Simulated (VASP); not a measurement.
# MoS2 (P6_3/mmc) in VASP: further runs, part 2 of 2

VASP 6.6.1. The steps go on from the part before.

## 3. Electric field gradients, LDA

This run uses another cell than the first one, of 17.73 Å³/atom.

Contents of INCAR:

```
PREC     = Accurate       # precision mode
ENCUT    = 520            # plane-wave cutoff, eV
EDIFF    = 1E-8           # SCF threshold, eV
ISMEAR   = -1             # smearing method
SIGMA    = 0.03           # smearing width, eV
LREAL    = F              # projectors in reciprocal space
LASPH    = T              # aspherical terms in the spheres
NELM     = 80             # most SCF steps
ALGO     = Normal         # electronic algorithm
ISIF     = 2              # what is computed and relaxed
LWAVE    = F              # write WAVECAR
LCHARG   = F              # write CHGCAR
LEFG     = T            
NBANDS   = 35             # bands
```

Contents of KPOINTS:

```
regular mesh
0
Gamma
  10 10 3
```

Contents of POSCAR:

```
MoS2
1.0
    3.1610016016      0.0000000000      0.0000000000
   -1.5805008008      2.7375076884      0.0000000000
    0.0000000000      0.0000000000     12.2950000000
Mo S
2 4
Direct
    0.3333333333      0.6666666667      0.2500000000
    0.6666666667      0.3333333333      0.7500000000
    0.3333333333      0.6666666667      0.6275000000
    0.6666666667      0.3333333333      0.1275000000
    0.3333333333      0.6666666667      0.8725000000
    0.6666666667      0.3333333333      0.3725000000
```

Potentials or basis: VASP PAW LDA potentials, release 64 (Mo_sv, S).

Run with:

```console
$ cat potpaw_LDA.64/Mo_sv/POTCAR potpaw_LDA.64/S/POTCAR > POTCAR
$ mpirun -np 1 vasp_std > vasp.out
```

OUTCAR:

```text
PREC = Accurate
   ENCUT = 520
   EDIFF = 1E-8
   ISMEAR = -1
   LREAL = F
   LASPH = T
   NELM = 80
   ISIF = 2

 ion  position               nearest neighbor table
   1  0.333  0.667  0.250-   4 2.37   6 2.37   4 2.37   6 2.37   4 2.37   6 2.37
   2  0.667  0.333  0.750-   3 2.37   5 2.37   3 2.37   5 2.37   3 2.37   5 2.37
   3  0.333  0.667  0.627-   2 2.37   2 2.37   2 2.37
   4  0.667  0.333  0.127-   1 2.37   1 2.37   1 2.37
   5  0.333  0.667  0.873-   2 2.37   2 2.37   2 2.37
   6  0.667  0.333  0.373-   1 2.37   1 2.37   1 2.37

  LATTYP: Found a hexagonal cell.
 ALAT       =     3.1610016016
 C/A-ratio  =     3.8895899305

  Lattice vectors:

 A1 = (   3.1610016016,   0.0000000000,   0.0000000000)
 A2 = (  -1.5805008008,   2.7375076884,   0.0000000000)
 A3 = (   0.0000000000,   0.0000000000,  12.2950000000)

Analysis of symmetry for initial positions (statically):
=====================================================================
 Subroutine PRICEL returns:
 Original cell was already a primitive cell.

 Routine SETGRP: Setting up the symmetry group for a
 hexagonal supercell.

 Subroutine GETGRP returns: Found 24 space group operations
 (whereof 12 operations were pure point group operations)
 out of a pool of 24 trial point group operations.

The static configuration has the point symmetry D_3d.
 The point group associated with its full space group is D_6h.

Analysis of symmetry for dynamics (positions and initial velocities):
=====================================================================
[... 1093 lines left out ...]
  -------------------------------------------------------------------------------------
  Total       -0.7410998     -0.7410998      3.8064145      0.0000000      0.0000000     -0.0000000
  in kB      -11.1603716    -11.1603716     57.3215685      0.0000000      0.0000000     -0.0000000
  external PRESSURE =      11.6669418 kB  Pullay stress =       0.0000000 kB

 VOLUME and BASIS-vectors are now :
 -----------------------------------------------------------------------------
  energy-cutoff  :      520.00
  volume of cell :      106.39
      direct lattice vectors                 reciprocal lattice vectors
     3.161001602  0.000000000  0.000000000     0.316355423  0.182647889  0.000000000
    -1.580500801  2.737507688  0.000000000     0.000000000  0.365295778  0.000000000
     0.000000000  0.000000000 12.295000000     0.000000000  0.000000000  0.081333876

 POSITION                                       TOTAL-FORCE (eV/Angst)
 -----------------------------------------------------------------------------------
     -0.00000      1.82501      3.07375        -0.000000      0.000000      0.000000
      1.58050      0.91250      9.22125         0.000000     -0.000000      0.000000
     -0.00000      1.82501      7.71511         0.000000     -0.000000     -0.761525
      1.58050      0.91250      1.56761        -0.000000      0.000000     -0.761525
     -0.00000      1.82501     10.72739         0.000000     -0.000000      0.761525
      1.58050      0.91250      4.57989        -0.000000      0.000000      0.761525
 -----------------------------------------------------------------------------------
    total drift:                                0.000000     -0.000000      0.000000

  FREE ENERGIE OF THE ION-ELECTRON SYSTEM (eV)
  ---------------------------------------------------
  free  energy   TOTEN  =       -48.8695770505 eV

  energy  without entropy=      -48.8695770269  energy(sigma->0) =      -48.86957704

 Electric field gradients (V/A^2)
---------------------------------------------------------------------
 ion       V_xx      V_yy      V_zz      V_xy      V_xz      V_yz
---------------------------------------------------------------------
   1      48.339    48.338   -96.677    -0.001    -0.000     0.000
   2      48.339    48.338   -96.677    -0.001     0.000    -0.000
   3      31.464    31.465   -62.929     0.000     0.000    -0.000
   4      31.464    31.465   -62.929     0.000    -0.000     0.000
   5      31.464    31.465   -62.929     0.000    -0.000     0.000
   6      31.464    31.465   -62.929     0.000     0.000    -0.000
---------------------------------------------------------------------

 Electric field gradients after diagonalization (V/A^2)
 (convention: |V_zz| > |V_xx| > |V_yy|)
----------------------------------------------------------------------
 ion       V_xx      V_yy      V_zz     asymmetry (V_yy - V_xx)/ V_zz
----------------------------------------------------------------------
   1      48.340    48.338   -96.677       0.000
   2      48.340    48.338   -96.677       0.000
   3      31.465    31.464   -62.929       0.000
   4      31.465    31.464   -62.929       0.000
   5      31.465    31.464   -62.929       0.000
   6      31.465    31.464   -62.929       0.000
----------------------------------------------------------------------

           NMR quadrupolar parameters

 Cq : quadrupolar parameter    Cq=e*Q*V_zz/h
 eta: asymmetry parameters     (V_yy - V_xx)/ V_zz
 Q  : nuclear electric quadrupole moment in mb (millibarn)
----------------------------------------------------------------------
 ion       Cq(MHz)       eta       Q (mb)
----------------------------------------------------------------------
   1      -0.234       0.000       1.000
   2      -0.234       0.000       1.000
   3      -0.152       0.000       1.000
   4      -0.152       0.000       1.000
   5      -0.152       0.000       1.000
   6      -0.152       0.000       1.000
----------------------------------------------------------------------
```

OSZICAR:

```text
N       E                     dE             d eps       ncg     rms          rms(c)
DAV:   1     0.464276501837E+03    0.46428E+03   -0.29022E+04  2176   0.141E+03
DAV:   2    -0.255925007060E+02   -0.48987E+03   -0.47272E+03  2282   0.382E+02
DAV:   3    -0.512523265908E+02   -0.25660E+02   -0.25047E+02  2353   0.789E+01
DAV:   4    -0.517693019317E+02   -0.51698E+00   -0.51586E+00  2327   0.113E+01
DAV:   5    -0.517786636992E+02   -0.93618E-02   -0.93599E-02  2322   0.155E+00    0.382E+01
DAV:   6    -0.495046914106E+02    0.22740E+01   -0.11322E+01  2200   0.229E+01    0.122E+01
DAV:   7    -0.491394631145E+02    0.36523E+00   -0.40843E+00  2182   0.141E+01    0.933E+00
DAV:   8    -0.488716299216E+02    0.26783E+00   -0.64392E-01  2251   0.583E+00    0.229E+00
DAV:   9    -0.488735462687E+02   -0.19163E-02   -0.53293E-02  2236   0.110E+00    0.881E-01
DAV:  10    -0.488698452736E+02    0.37010E-02   -0.20066E-02  2191   0.961E-01    0.299E-01
DAV:  11    -0.488696787803E+02    0.16649E-03   -0.12862E-03  2201   0.224E-01    0.116E-01
DAV:  12    -0.488695902485E+02    0.88532E-04   -0.20660E-04  2177   0.752E-02    0.831E-02
DAV:  13    -0.488695776737E+02    0.12575E-04   -0.11492E-04  2285   0.549E-02    0.193E-02
DAV:  14    -0.488695769848E+02    0.68889E-06   -0.74900E-06  2132   0.162E-02    0.155E-02
DAV:  15    -0.488695771091E+02   -0.12429E-06   -0.12834E-06  2053   0.460E-03    0.301E-03
DAV:  16    -0.488695770515E+02    0.57596E-07   -0.44301E-07  2178   0.433E-03    0.276E-03
DAV:  17    -0.488695770505E+02    0.10341E-08   -0.27250E-08  1824   0.106E-03
   1 F= -.48869577E+02 E0= -.48869577E+02  d E =-.235712E-07
```

stdout:

```text
POSCAR found type information on POSCAR MoS
 POSCAR found :  2 types and       6 ions
 scaLAPACK will be used
 LDA part: xc-table for (Slater(with rela. corr.)+CA(PZ))
 , standard interpolation
 POSCAR, INCAR and KPOINTS ok, starting setup
 FFT: planning ... GRIDC
 FFT: planning ... GRID_SOFT
 FFT: planning ... GRID
 WAVECAR not read
 entering main loop
ion   1

ion   2

ion   3

ion   4

ion   5

ion   6
```

Wall time 1.9 min (1 thread of Intel Xeon Platinum 8375C at 2.90GHz (Ice Lake), shared host); peak memory 0.23 GiB.

Results:

```yaml
Free_energy: -48.8696 eV
Pressure: 1.2 GPa
Largest_force: 0.762 eV/Å
Band_gap_on_the_k_mesh: 0.84 eV (least direct gap 1.87 eV)
Largest_electric_field_gradient_by_atom: Mo -96.7; S -62.9 V/Å²
```

Forces in eV/Å, atoms in the order of the input:
```
Mo   0.000  0.000  0.000
Mo   0.000  0.000  0.000
S    0.000  0.000 -0.762
S    0.000  0.000 -0.762
S    0.000  0.000  0.762
S    0.000  0.000  0.762
```

Stress tensor (GPa, compression positive):
```
-1.12  0.00  0.00
 0.00 -1.12  0.00
 0.00  0.00  5.73
```

Levels at points of the mesh, in eV from the valence-band top:
```tsv
k point	band 22	band 23	band 24	band 25	band 26	band 27	band 28	band 29	band 30	band 31
(0.00, 0.00, 0.00)	-2.57	-2.57	-1.30	-1.19	0.00	1.97	1.97	1.98	1.98	2.31
(0.50, 0.00, 0.00)	-2.53	-2.03	-1.87	-1.60	-1.46	1.37	1.41	1.86	2.07	2.81
```

Electric field gradients, principal values (V/Å²):
| atom | least | middle | greatest (by size) |
| --- | --- | --- | --- |
| 1 Mo | 48.338 | 48.340 | -96.677 |
| 2 Mo | 48.338 | 48.340 | -96.677 |
| 3 S | 31.464 | 31.465 | -62.929 |
| 4 S | 31.464 | 31.465 | -62.929 |
| 5 S | 31.464 | 31.465 | -62.929 |
| 6 S | 31.464 | 31.465 | -62.929 |

Caveat: the stress differs along the axes, from -1 to 6 GPa; without QUAD_EFG the Cq values of the log hold for a quadrupole moment of 1 mb, not for the nuclei.
